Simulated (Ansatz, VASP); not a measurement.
One calculation of SnO2, two programs

File INCAR:

```
PREC = Accurate
ENCUT = 520
EDIFF = 1E-6
ISMEAR = 0
SIGMA = 0.05
LREAL = F
LASPH = T
NELM = 80
ALGO = Normal
ISIF = 2
LWAVE = F
LCHARG = F
GGA = PS
NBANDS = 64
```

File KPOINTS:

```
Automatic mesh
0
Gamma
  6 6 6
```

POSCAR

```
SnO2
1.0
    3.0417944790      1.7561808613      4.7218789629
   -3.0417944790      1.7561808613      4.7218789629
    0.0000000000     -3.5123617225      4.7218789630
Sn O
4 8
Direct
    0.8646807174      0.8646807174      0.8646807174
    0.3648245829      0.3648245829      0.8648190111
    0.3648245829      0.8648190111      0.3648245829
    0.8648190111      0.3648245829      0.3648245829
    0.1235003534      0.6233501671      0.6233501671
    0.6233501671      0.1235003534      0.6233501671
    0.6233501671      0.6233501671      0.1235003534
    0.6062113146      0.6062113146      0.6062113146
    0.1234715296      0.1234715296      0.1234715296
    0.1060883083      0.1060883083      0.6062369573
    0.1060883083      0.6062369573      0.1060883083
    0.6062369573      0.1060883083      0.1060883083
```

Input for Ansatz:

```yaml
crystal:
  lattice:
    - [3.041794479, 1.7561808613, 4.7218789629]
    - [-3.041794479, 1.7561808613, 4.7218789629]
    - [0.0, -3.5123617225, 4.721878963]
  atoms:
    - { symbol: Sn, position: [0.8646807174, 0.8646807174, 0.8646807174] }
    - { symbol: Sn, position: [0.3648245829, 0.3648245829, 0.8648190111] }
    - { symbol: Sn, position: [0.3648245829, 0.8648190111, 0.3648245829] }
    - { symbol: Sn, position: [0.8648190111, 0.3648245829, 0.3648245829] }
    - { symbol: O, position: [0.1235003534, 0.6233501671, 0.6233501671] }
    - { symbol: O, position: [0.6233501671, 0.1235003534, 0.6233501671] }
    - { symbol: O, position: [0.6233501671, 0.6233501671, 0.1235003534] }
    - { symbol: O, position: [0.6062113146, 0.6062113146, 0.6062113146] }
    - { symbol: O, position: [0.1234715296, 0.1234715296, 0.1234715296] }
    - { symbol: O, position: [0.1060883083, 0.1060883083, 0.6062369573] }
    - { symbol: O, position: [0.1060883083, 0.6062369573, 0.1060883083] }
    - { symbol: O, position: [0.6062369573, 0.1060883083, 0.1060883083] }
basis:
  ecutwfc: 520.0
kpoints:
  mp_grid: { grid: [6, 6, 6] }
hamiltonian:
  xc: pbesol
  pseudopotentials: { kind: paw, azcp: { folder: soft_1 } }
scf:
  occupations: { method: gaussian, width: 0.05 }
output:
  forces: true
  stress: true
  eigenvalues: true
```

Alike in both runs: task single point; functional PBEsol; k mesh 6 × 6 × 6; occupations gaussian, width 0.05 eV; no spin polarisation.

|  | VASP | Ansatz |
| --- | --- | --- |
| version | VASP 6.6.1 | Ansatz 0.2.0 |
| potentials or method | VASP PAW PBE potentials, release 64 (Sn_d, O), cutoff 520 eV | scalar-relativistic, plane waves, PAW |
| valence electrons in the cell | 104 | 104 |

```csv
,VASP,Ansatz,Ansatz less VASP
gap on the k mesh at the Fermi level (eV),2.84,2.86,+0.021
least direct gap on the mesh (eV),2.84,2.86,+0.021
pressure (GPa),17.9,16.8,-1.02
"traceless stress, the component that is largest in VASP (GPa)",-14.30,-13.79,+0.506
rms of the force components (eV/Å),0.163,0.122,-0.0411
```

VASP's potentials were made for PBE, not for PBEsol, and Ansatz warns of the same on its side. Atom by atom the forces differ by 0.041 eV/Å (rms over components). The functional is the same, so the differences come from potentials, cutoffs and numerics.
